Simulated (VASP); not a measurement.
# Ni (Fm-3m) in VASP: further runs

Ni is run at these levels: LDA; tasks: single point.

All numbers are computed with VASP 6.6.1; they aren't measurements. Logs are shortened: lines on timing, memory, paths and dates and some standing lists are left out, and cuts for length are marked.

## Step 1: The cell of the first run

The structure is cubic, space group Fm-3m (No. 225). Conventional cell: a = 3.464 Å, b = 3.464 Å, c = 3.464 Å, α = 90.00°, β = 90.00°, γ = 90.00°. Ni (site symmetry m-3m) has 12 Ni at 2.45 Å within 3.2 Å.

## Step 2: Single point, LDA, collinear spin, ferromagnetic start (volume scaled by 0.94)

INCAR reads:

```
SYSTEM = Ni
PREC = Accurate
ENCUT = 520
EDIFF = 1E-7
ISMEAR = -1
SIGMA = 0.05
LREAL = .FALSE.
LASPH = .TRUE.
NELM = 150
ALGO = Normal
ISIF = 2
LWAVE = .FALSE.
LCHARG = .FALSE.
ISPIN = 2
MAGMOM = 1.5
LORBIT = 11
LMAXMIX = 4
GGA = CA
NBANDS = 15
```

KPOINTS reads:

```
regular mesh
0
G
  20 20 20
  0 0 0
```

POSCAR reads:

```
Ni
1.0
    0.0000000000      1.7318592609      1.7318592609
    1.7318592609      0.0000000000      1.7318592609
    1.7318592609      1.7318592609      0.0000000000
Ni
1
Direct
    0.0000000000      0.0000000000      0.0000000000
```

Potentials or basis: VASP PAW LDA potentials, release 64 (Ni).

Launch:

```bash
> cat potpaw_LDA.64/Ni/POTCAR > POTCAR
> mpirun -np 1 vasp_std > vasp.out
```

OUTCAR:

```text
SYSTEM = Ni
   PREC = Accurate
   ENCUT = 520
   EDIFF = 1E-7
   ISMEAR = -1
   LREAL = .FALSE.
   LASPH = .TRUE.
   NELM = 150
   ISIF = 2
   ISPIN = 2
   LORBIT = 11
   GGA = CA

 ion  position               nearest neighbor table
   1  0.000  0.000  0.000-

  LATTYP: Found a face centered cubic cell.
 ALAT       =     3.4637185218

  Lattice vectors:

 A1 = (   0.0000000000,   1.7318592609,   1.7318592609)
 A2 = (   1.7318592609,   0.0000000000,   1.7318592609)
 A3 = (   1.7318592609,   1.7318592609,   0.0000000000)

Analysis of symmetry for initial positions (statically):
[... 25 lines left out ...]
The dynamic configuration has the point symmetry O_h .

Analysis of structural, dynamic, and magnetic symmetry:
=====================================================================
 Subroutine PRICEL returns:
[... 7 lines left out ...]
 out of a pool of 48 trial point group operations.

The overall configuration has the point symmetry O_h .

 Subroutine INISYM returns: Found 48 space group operations
[... 5 lines left out ...]
                                     Primitive cell

  volume of cell :      10.3889

  direct lattice vectors                    reciprocal lattice vectors
     0.000000000  1.731859261  1.731859261    -0.288707063  0.288707063  0.288707063
     1.731859261  0.000000000  1.731859261     0.288707063 -0.288707063  0.288707063
     1.731859261  1.731859261  0.000000000     0.288707063  0.288707063 -0.288707063

  length of vectors
     2.449218855  2.449218855  2.449218855     0.500055301  0.500055301  0.500055301

  position of ions in fractional coordinates (direct lattice)
     0.000000000  0.000000000  0.000000000

  ion indices of the primitive-cell ions
   primitive index   ion index
                 1           1

----------------------------------------------------------------------------------------

 KPOINTS: regular mesh

Automatic generation of k-mesh.
 Grid dimensions read from file:
 generate k-points for:   20   20   20

 Generating k-lattice:

  Cartesian coordinates                     Fractional coordinates (reciprocal lattice)
    -0.014435353  0.014435353  0.014435353     0.050000000  0.000000000  0.000000000
     0.014435353 -0.014435353  0.014435353     0.000000000  0.050000000  0.000000000
     0.014435353  0.014435353 -0.014435353     0.000000000  0.000000000  0.050000000

  Length of vectors
     0.025002765  0.025002765  0.025002765

  Shift w.r.t. Gamma in fractional coordinates (k-lattice)
     0.000000000  0.000000000  0.000000000

 Subroutine IBZKPT returns following result:
 ===========================================

 Found    256 irreducible k-points:

 Following reciprocal coordinates:
            Coordinates               Weight
[... 83 lines left out ...]

 Free energy of the ion-electron system (eV)
  ---------------------------------------------------
  ext. energy  EPLUGINS =         0.00000000
  ---------------------------------------------------
  free energy    TOTEN  =        -6.57659198 eV

  energy without entropy =       -6.56205325  energy(sigma->0) =       -6.56932261

 E-fermi :   9.6951     XC(G=0): -13.8885

 val. band max:        9.6941911447   @ k =   0.3500   0.1500   0.0500
 cond. band min:       9.6957874654   @ k =  -0.4500   0.4500   0.0000
 fundamental gap:      0.0015963206
 Fermi energy:         9.6951311231

 spin component 1

 k-point     1 :       0.0000    0.0000    0.0000
  band No.  band energies     occupation
      1       0.3914      1.00000
      2       7.2290      1.00000
      3       7.2290      1.00000
      4       7.2290      1.00000
      5       8.4591      1.00000
      6       8.4591      1.00000
      7      33.8703      0.00000
      8      37.9899      0.00000
      9      37.9899      0.00000
     10      37.9899      0.00000
     11      41.1125      0.00000
     12      41.1125      0.00000
     13      41.1125      0.00000
     14      44.1855      0.00000
[... 403 lines left out ...]
      4       7.4706      1.00000
      5       8.8457      1.00000
      6       9.2160      0.99993
      7      19.2583      0.00000
      8      31.9383      0.00000
      9      34.3774      0.00000
     10      36.3730      0.00000
     11      38.3882      0.00000
     12      40.2588      0.00000
     13      44.6963      0.00000
     14      51.4572      0.00000
     15      52.8863      0.00000

 [... further k-points ...]

 spin component 2

 k-point     1 :       0.0000    0.0000    0.0000
  band No.  band energies     occupation
      1       0.4362      1.00000
      2       7.8423      1.00000
      3       7.8423      1.00000
      4       7.8423      1.00000
      5       9.0266      1.00000
      6       9.0266      1.00000
      7      33.8564      0.00000
      8      38.0395      0.00000
      9      38.0395      0.00000
     10      38.0395      0.00000
     11      41.2810      0.00000
     12      41.2810      0.00000
     13      41.2810      0.00000
     14      44.1648      0.00000
[... 403 lines left out ...]
      4       7.9186      1.00000
      5       9.4785      0.98703
      6       9.8240      0.07057
      7      19.5163      0.00000
      8      31.9936      0.00000
      9      34.4509      0.00000
     10      36.5057      0.00000
     11      38.5100      0.00000
     12      40.3630      0.00000
     13      44.8273      0.00000
     14      51.5800      0.00000
     15      53.2730      0.00000

 [... further k-points ...]

------------------------ aborting loop because EDIFF is reached ----------------------------------------

  FORCE on cell =-STRESS in cart. coord.  units (eV):
  Direction    XX          YY          ZZ          XY          YZ          ZX
  --------------------------------------------------------------------------------------
  -------------------------------------------------------------------------------------
  Total       -0.5248220     -0.5248220     -0.5248220      0.0000000      0.0000000      0.0000000
  in kB      -80.9384410    -80.9384410    -80.9384410      0.0000000      0.0000000      0.0000000
  external PRESSURE =     -80.9384410 kB  Pullay stress =       0.0000000 kB

 VOLUME and BASIS-vectors are now :
 -----------------------------------------------------------------------------
  energy-cutoff  :      520.00
  volume of cell :       10.39
      direct lattice vectors                 reciprocal lattice vectors
     0.000000000  1.731859261  1.731859261    -0.288707063  0.288707063  0.288707063
     1.731859261  0.000000000  1.731859261     0.288707063 -0.288707063  0.288707063
     1.731859261  1.731859261  0.000000000     0.288707063  0.288707063 -0.288707063

 POSITION                                       TOTAL-FORCE (eV/Angst)
 -----------------------------------------------------------------------------------
      0.00000      0.00000      0.00000         0.000000      0.000000      0.000000
 -----------------------------------------------------------------------------------
    total drift:                                0.000000     -0.000000     -0.000000

  FREE ENERGIE OF THE ION-ELECTRON SYSTEM (eV)
  ---------------------------------------------------
  free  energy   TOTEN  =        -6.5765919773 eV

  energy  without entropy=       -6.5620532479  energy(sigma->0) =       -6.56932261

 total charge

# of ion       s       p       d       tot
------------------------------------------
    1        0.520   0.538   8.347   9.405

 magnetization (x)

# of ion       s       p       d       tot
------------------------------------------
    1       -0.005  -0.018   0.627   0.603
```

OSZICAR:

```text
N       E                     dE             d eps       ncg     rms          rms(c)
DAV:   1     0.323546782214E+02    0.32355E+02   -0.41696E+03 16270   0.877E+02
DAV:   2    -0.616778805530E+01   -0.38522E+02   -0.35685E+02 17425   0.165E+02
DAV:   3    -0.762932494227E+01   -0.14615E+01   -0.14513E+01 18706   0.314E+01
DAV:   4    -0.763795040996E+01   -0.86255E-02   -0.86241E-02 19043   0.230E+00
DAV:   5    -0.763804549585E+01   -0.95086E-04   -0.95084E-04 19088   0.216E-01    0.111E+01
DAV:   6    -0.693093864677E+01    0.70711E+00   -0.13535E+01 22218   0.424E+01    0.595E+00
DAV:   7    -0.659790407765E+01    0.33303E+00   -0.24163E+00 19995   0.158E+01    0.193E+00
DAV:   8    -0.658071264788E+01    0.17191E-01   -0.22540E-02 19205   0.958E-01    0.942E-01
DAV:   9    -0.657747112766E+01    0.32415E-02   -0.19149E-03 25543   0.245E-01    0.310E-01
DAV:  10    -0.657660685751E+01    0.86427E-03   -0.87870E-04 26303   0.159E-01    0.362E-02
DAV:  11    -0.657659249478E+01    0.14363E-04   -0.19247E-05 22062   0.279E-02    0.227E-02
DAV:  12    -0.657659221029E+01    0.28449E-06   -0.62337E-06 24219   0.134E-02    0.524E-03
DAV:  13    -0.657659206737E+01    0.14292E-06   -0.88410E-08 16687   0.371E-03    0.390E-03
DAV:  14    -0.657659197732E+01    0.90047E-07   -0.73452E-08 15541   0.166E-03
   1 F= -.65765920E+01 E0= -.65693226E+01  d E =-.145387E-01  mag=     0.6013
```

It took 38 s on 1 thread of Intel Xeon 6975P-C (Granite Rapids), shared host; peak memory 0.16 GiB.

Results:

```yaml
Free_energy: -6.5766 eV
Pressure: -8.1 GPa
Net_moment: 0.60 μB per cell
Site_moments: Ni +0.60 μB
Valence_electrons_inside_the_program's_atomic_spheres: Ni 9.40
```

## Step 3: Single point, LDA, collinear spin, ferromagnetic start (volume scaled by 0.98)

INCAR reads:

```
ALGO = Normal
EDIFF = 1E-6
ENCUT = 520
GGA = CA
ISIF = 2
ISMEAR = -1
ISPIN = 2
LASPH = T
LCHARG = F
LMAXMIX = 4
LORBIT = 11
LREAL = F
LWAVE = F
MAGMOM = 1.5
NBANDS = 15
NELM = 150
PREC = Accurate
SIGMA = 0.05
```

KPOINTS reads:

```
k-points
0
Gamma
  20 20 20
```

POSCAR reads:

```
Ni
1.0
    0.0000000000      1.7560842062      1.7560842062
    1.7560842062      0.0000000000      1.7560842062
    1.7560842062      1.7560842062      0.0000000000
Ni
1
Direct
    0.0000000000      0.0000000000      0.0000000000
```

Potentials or basis: VASP PAW LDA potentials, release 64 (Ni).

Launch:

```bash
> cat potpaw_LDA.64/Ni/POTCAR > POTCAR
> mpirun -np 1 vasp_std > vasp.out
```

OUTCAR:

```text
EDIFF = 1E-6
   ENCUT = 520
   GGA = CA
   ISIF = 2
   ISMEAR = -1
   ISPIN = 2
   LASPH = T
   LORBIT = 11
   LREAL = F
   NELM = 150
   PREC = Accurate

 ion  position               nearest neighbor table
   1  0.000  0.000  0.000-

  LATTYP: Found a face centered cubic cell.
 ALAT       =     3.5121684124

  Lattice vectors:

 A1 = (   0.0000000000,   1.7560842062,   1.7560842062)
[... 1071 lines left out ...]
  --------------------------------------------------------------------------------------
  -------------------------------------------------------------------------------------
  Total       -1.0759904     -1.0759904     -1.0759904     -0.0000000      0.0000000      0.0000000
  in kB     -159.1669832   -159.1669832   -159.1669832     -0.0000000      0.0000000      0.0000000
  external PRESSURE =    -159.1669832 kB  Pullay stress =       0.0000000 kB

 VOLUME and BASIS-vectors are now :
 -----------------------------------------------------------------------------
  energy-cutoff  :      520.00
  volume of cell :       10.83
      direct lattice vectors                 reciprocal lattice vectors
     0.000000000  1.756084206  1.756084206    -0.284724387  0.284724387  0.284724387
     1.756084206  0.000000000  1.756084206     0.284724387 -0.284724387  0.284724387
     1.756084206  1.756084206  0.000000000     0.284724387  0.284724387 -0.284724387

 POSITION                                       TOTAL-FORCE (eV/Angst)
 -----------------------------------------------------------------------------------
      0.00000      0.00000      0.00000         0.000000     -0.000000      0.000000
 -----------------------------------------------------------------------------------
    total drift:                                0.000000     -0.000000     -0.000000

  FREE ENERGIE OF THE ION-ELECTRON SYSTEM (eV)
  ---------------------------------------------------
  free  energy   TOTEN  =        -6.5428949749 eV

  energy  without entropy=       -6.5277590584  energy(sigma->0) =       -6.53532702

 total charge

# of ion       s       p       d       tot
------------------------------------------
    1        0.501   0.500   8.327   9.328

 magnetization (x)

# of ion       s       p       d       tot
------------------------------------------
    1       -0.005  -0.018   0.636   0.613
```

OSZICAR:

```text
N       E                     dE             d eps       ncg     rms          rms(c)
DAV:   1     0.316696297087E+02    0.31670E+02   -0.41947E+03 16460   0.865E+02
DAV:   2    -0.616617985943E+01   -0.37836E+02   -0.34894E+02 17425   0.161E+02
DAV:   3    -0.760217899132E+01   -0.14360E+01   -0.14272E+01 18909   0.309E+01
DAV:   4    -0.761093603156E+01   -0.87570E-02   -0.87558E-02 18764   0.228E+00
DAV:   5    -0.761104480179E+01   -0.10877E-03   -0.10877E-03 19236   0.229E-01    0.106E+01
DAV:   6    -0.695000034635E+01    0.66104E+00   -0.14519E+01 22220   0.433E+01    0.636E+00
DAV:   7    -0.656222476328E+01    0.38778E+00   -0.27829E+00 20403   0.167E+01    0.178E+00
DAV:   8    -0.654716243190E+01    0.15062E-01   -0.22974E-02 18596   0.937E-01    0.905E-01
DAV:   9    -0.654384448032E+01    0.33180E-02   -0.19827E-03 25473   0.246E-01    0.299E-01
DAV:  10    -0.654291079646E+01    0.93368E-03   -0.10173E-03 26346   0.170E-01    0.372E-02
DAV:  11    -0.654289506239E+01    0.15734E-04   -0.21164E-05 22380   0.291E-02    0.245E-02
DAV:  12    -0.654289497494E+01    0.87451E-07   -0.53916E-06 16553   0.123E-02
   1 F= -.65428950E+01 E0= -.65353270E+01  d E =-.151359E-01  mag=     0.6077
```

Run time: 32 s. Hardware: 1 thread of Intel Xeon 6975P-C (Granite Rapids), shared host; peak memory 0.16 GiB.

What came out:

- Free energy: -6.5429 eV
- Pressure: -15.9 GPa
- Net moment: 0.61 μB per cell
- Site moments: Ni +0.61 μB
- Valence electrons inside the program's atomic spheres: Ni 9.33

## Step 4: Single point, LDA, collinear spin, ferromagnetic start (volume scaled by 1.01)

INCAR reads:

```
PREC = Accurate
ENCUT = 520
EDIFF = 1E-7
ISMEAR = -1
SIGMA = 0.05
LREAL = F
LASPH = T
NELM = 150
ALGO = Normal
ISIF = 2
LWAVE = F
LCHARG = F
ISPIN = 2
MAGMOM = 1.5
LORBIT = 11
LMAXMIX = 4
NBANDS = 15
```

KPOINTS reads:

```
regular mesh
0
Gamma
  20 20 20
```

POSCAR reads:

```
Ni
1.0
    0.0000000000      1.7738236312      1.7738236312
    1.7738236312      0.0000000000      1.7738236312
    1.7738236312      1.7738236312      0.0000000000
Ni
1
Direct
    0.0000000000      0.0000000000      0.0000000000
```

Launch:

```bash
> cat potpaw_LDA.64/Ni/POTCAR > POTCAR
> mpirun -np 1 vasp_std > vasp.out
```

Wall time 43 s (1 thread of Intel Xeon 6975P-C (Granite Rapids), shared host); peak memory 0.17 GiB.

It converged, with:

| Item | Value |
| --- | --- |
| Free energy | -6.5047 eV |
| Pressure | -20.7 GPa |
| Net moment | 0.61 μB per cell |
| Site moments | Ni +0.62 μB |
| Valence electrons inside the program's atomic spheres | Ni 9.28 |

Levels at points of the mesh, in eV from the Fermi level:
Spin up:
| k point | band 2 | band 3 | band 4 | band 5 | band 6 | band 7 | band 8 | band 9 |
| --- | --- | --- | --- | --- | --- | --- | --- | --- |
| (0.00, 0.00, 0.00) | -2.28 | -2.28 | -2.28 | -1.18 | -1.18 | 23.58 | 27.12 | 27.12 |
| (0.50, 0.00, 0.00) | -2.28 | -2.28 | -0.51 | -0.51 | -0.20 | 5.54 | 22.11 | 24.12 |
| (0.50, 0.50, 0.00) | -3.99 | -0.49 | -0.37 | -0.37 | 2.44 | 9.05 | 14.54 | 14.54 |
Spin down:
```csv
k point,band 2,band 3,band 4,band 5,band 6,band 7,band 8,band 9
"(0.00, 0.00, 0.00)",-1.66,-1.66,-1.66,-0.60,-0.60,23.55,27.17,27.17
"(0.50, 0.00, 0.00)",-1.72,-1.72,-0.18,0.15,0.15,5.92,22.08,24.23
"(0.50, 0.50, 0.00)",-3.47,0.12,0.34,0.34,2.49,9.32,14.61,14.61
```

## Step 5: Single point, LDA, collinear spin, ferromagnetic start (volume scaled by 1.04)

INCAR reads:

```
  PREC = Accurate
  ENCUT = 520
  EDIFF = 1E-7
  ISMEAR = -1
  SIGMA = 0.05
  LREAL = F
  LASPH = T
  NELM = 150
  ALGO = Normal
  ISIF = 2
  LWAVE = F
  LCHARG = T
  ISPIN = 2
  MAGMOM = 1.5
  LORBIT = 11
  LMAXMIX = 4
  LELF = T
  LVHAR = T
  NBANDS = 15
```

KPOINTS reads:

```
Automatic mesh
0
Gamma
  20 20 20
```

POSCAR reads:

```
Ni
1.0
    0.0000000000      1.7912151680      1.7912151680
    1.7912151680      0.0000000000      1.7912151680
    1.7912151680      1.7912151680      0.0000000000
Ni
1
Direct
    0.0000000000      0.0000000000      0.0000000000
```

Launch:

```bash
> cat potpaw_LDA.64/Ni/POTCAR > POTCAR
> mpirun -np 1 vasp_std > vasp.out
```

It took 44 s on 1 thread of Intel Xeon 6975P-C (Granite Rapids), shared host; peak memory 0.17 GiB.

The run converged. Its results:

```
Free energy                                           : -6.4577 eV
Pressure                                              : -24.6 GPa
Net moment                                            : 0.62 μB per cell
Site moments                                          : Ni +0.62 μB
Valence electrons inside the program's atomic spheres : Ni 9.23
```

Levels at points of the mesh, in eV from the Fermi level:
Spin up:
| k point | band 2 | band 3 | band 4 | band 5 | band 6 | band 7 | band 8 | band 9 |
| --- | --- | --- | --- | --- | --- | --- | --- | --- |
| (0.00, 0.00, 0.00) | -2.22 | -2.22 | -2.22 | -1.15 | -1.15 | 23.33 | 26.64 | 26.64 |
| (0.50, 0.00, 0.00) | -2.21 | -2.21 | -0.52 | -0.52 | -0.15 | 5.33 | 21.88 | 23.62 |
| (0.50, 0.50, 0.00) | -3.85 | -0.49 | -0.39 | -0.39 | 2.43 | 8.79 | 14.27 | 14.27 |
Spin down:
```
           k point  band 2  band 3  band 4  band 5  band 6  band 7  band 8  band 9
(0.00, 0.00, 0.00)   -1.59   -1.59   -1.59   -0.57   -0.57   23.30   26.69   26.69
(0.50, 0.00, 0.00)   -1.64   -1.64   -0.12    0.14    0.14    5.71   21.84   23.73
(0.50, 0.50, 0.00)   -3.32    0.11    0.32    0.32    2.47    9.06   14.34   14.34
```

## Step 6: Summary

| cell | gap on the mesh (eV) | pressure (GPa) | moment (μB) |
| --- | --- | --- | --- |
| a = 2.449 Å, angles 60.0°, 1 atom | none | -8.1 | 0.60 |
| a = 2.483 Å, angles 60.0°, 1 atom | none | -15.9 | 0.61 |
| a = 2.509 Å, angles 60.0°, 1 atom | none | -20.7 | 0.61 |
| a = 2.533 Å, angles 60.0°, 1 atom | none | -24.6 | 0.62 |

Alike in all rows: task single point; level LDA; potentials or basis VASP PAW LDA potentials, release 64 (Ni); spin collinear, ferromagnetic start; k mesh 20 × 20 × 20; cutoff (eV) 520; smearing fermi-dirac 0.05 eV.

Absolute energies hang on the potentials; compare differences alone.
